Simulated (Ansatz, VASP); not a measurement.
**Two plane-wave programs on MnS**

```
CELL_PARAMETERS angstrom
0.00000 2.47346 2.47346
2.47346 0.00000 2.47346
2.47346 2.47346 0.00000
ATOMIC_POSITIONS crystal
Mn 0.00000 0.00000 0.00000
S 0.75000 0.75000 0.75000
```

Alike in both runs: task single point; functional PBEsol; k mesh 8 × 8 × 8; occupations fermi-dirac, width 0.05 eV; collinear spin; fixed moment 2 μB.

|  | VASP | Ansatz |
| --- | --- | --- |
| version | VASP 6.6.1 | Ansatz 0.2.0 |
| potentials or method | VASP PAW PBE potentials, release 64 (Mn_sv, S) | Ansatz PAW |
| plane-wave cutoff (eV) | 680 | 420 |
| valence electrons in the cell | 21 | 21 |

|  | VASP | Ansatz | Ansatz less VASP |
| --- | --- | --- | --- |
| pressure (GPa) | 6.8 | 7.1 | +0.29 |
| net moment per atom (μB) | 1.00 | 1.00 | 0.000 |
| size of the moment on the site where the two differ most (μB) | 1.82 | 1.74 | -0.080 |

VASP's potentials were made for PBE, not for PBEsol. Site moments also hang on the region over which each program counts them. The functional is the same, so the differences come from potentials, cutoffs and numerics.
